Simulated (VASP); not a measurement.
Write the native input for VASP 6.6.1 that does the following.

```yaml
Task: electric field gradients
Functional: PBEsol
Potentials_or_basis: VASP PAW PBE potentials, release 64 (C)
Cutoff: 520 eV
k_mesh: 15 × 15 × 15
Occupations: fermi-dirac, width 0.08 eV
Spin: no spin polarisation
Dipole_correction: no
Second_try: timeout
Further_INCAR_settings: ALGO = Normal; EDIFF = 1e-08; NBANDS = 16
```

The structure of C lies in POSCAR:

```
C
1.0
    1.2422994548      0.7172419246     11.1500000000
   -1.2422994548      0.7172419246     11.1500000000
    0.0000000000     -1.4344838493     11.1500000000
C
4
Direct
    0.0500000000      0.0500000000      0.0500000000
    0.9500000000      0.9500000000      0.9500000000
    0.2830000000      0.2830000000      0.2830000000
    0.7170000000      0.7170000000      0.7170000000
```

This cell differs from its parent crystal: equal xx and yy strain of +1 %.

One way to write it, as run:

INCAR

```
SYSTEM = C
  ALGO = Normal
  EDIFF = 1E-8
  ENCUT = 520
  GGA = PS
  GGA_COMPAT = .False.
  ISIF = 2
  ISMEAR = -1
  KPAR = 8
  LASPH = .True.
  LCHARG = .False.
  LEFG = .True.
  LREAL = .False.
  LWAVE = .False.
  NBANDS = 16
  NELM = 120
  PREC = Accurate
  SIGMA = 0.08
```

KPOINTS

```
k-points
0
Gamma
  15 15 15
  0 0 0
```

Potentials or basis: VASP PAW PBE potentials, release 64 (C).

Run with:

```bash
$ cat potpaw_PBE.64/C/POTCAR > POTCAR
$ mpirun -np 8 vasp_std > vasp.out
```

Results of the run:

```
Pressure                                : -4.6 GPa
Largest force                           : 0.197 eV/Å
Band gap on the k mesh                  : zero (filled and empty bands touch)
Largest electric field gradient by atom : C +30.4, +29.4 (each value once) V/Å²
```

Caveat: the cell differs from its parent crystal (equal xx and yy strain of +1 %); the stress differs along the axes, from -7 to 0 GPa; this functional lacks dispersion, which binds layers or chains, so the pressure and a relaxed spacing across them are unreliable; without QUAD_EFG the Cq values of the log hold for a quadrupole moment of 1 mb, not for the nuclei; the PAW data sets were made with another functional, which shifts forces and pressure a little.

It took 25 min on 8 MPI ranks on Intel(R) Xeon(R) Platinum 8375C CPU @ 2.90GHz (Ice Lake), with other jobs on the host, peak memory 1.1 GiB a rank.
